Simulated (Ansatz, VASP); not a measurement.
**One calculation of Pd, two programs**

File INCAR:

```
PREC = Accurate
ENCUT = 500
EDIFF = 1E-6
ISMEAR = -1
SIGMA = 0.08
LREAL = False
LASPH = True
NELM = 120
ALGO = Normal
ISIF = 2
LWAVE = False
LCHARG = True
LELF = True
LVHAR = True
NBANDS = 11
GGA_COMPAT = False
```

File KPOINTS:

```
regular mesh
0
Gamma
  19 19 19
```

The input POSCAR:

```
Pd
1.0
    0.0000000000      1.7829219203      1.7829219203
    1.7829219203      0.0000000000      1.7829219203
    1.7829219203      1.7829219203      0.0000000000
Pd
1
Direct
    0.0000000000      0.0000000000      0.0000000000
```

Input for Ansatz:

```yaml
crystal:
  lattice:
    - [0.0, 1.7829219203, 1.7829219203]
    - [1.7829219203, 0.0, 1.7829219203]
    - [1.7829219203, 1.7829219203, 0.0]
  atoms:
    - { symbol: Pd, position: [0.0, 0.0, 0.0] }
kpoints:
  mp_grid: { grid: [19, 19, 19] }
scf:
  occupations: { method: fermi_dirac, width: 0.08 }
hamiltonian:
  xc: lda
  pseudopotentials: { kind: all_electron, lapw: { basis_error: 0.001 } }
output:
  forces: true
  stress: true
  eigenvalues: true
  populations: true
```

Change from the starting cell: volume scaled by 0.8, LAPW.

Alike in both runs: task single point; functional LDA; k mesh 19 × 19 × 19; occupations fermi-dirac, width 0.08 eV; no spin polarisation.

|  | VASP | Ansatz |
| --- | --- | --- |
| version | VASP 6.6.1 | Ansatz 0.2.0 |
| potentials or method | VASP PAW LDA potentials, release 64 (Pd), cutoff 500 eV | all-electron LAPW, scalar-relativistic |

|  | VASP | Ansatz | Ansatz less VASP |
| --- | --- | --- | --- |
| pressure (GPa) | 91.8 | 91.1 | -0.76 |

LDA's correlation is that of Perdew and Zunger in VASP and of Perdew and Wang (1992) in Ansatz. Both programs put the cell under a high pressure, so it lies far from rest at this level. Ansatz ran all-electron here, and VASP with PAW potentials.

Noted on VASP's run: the cell as given lies far from equilibrium.
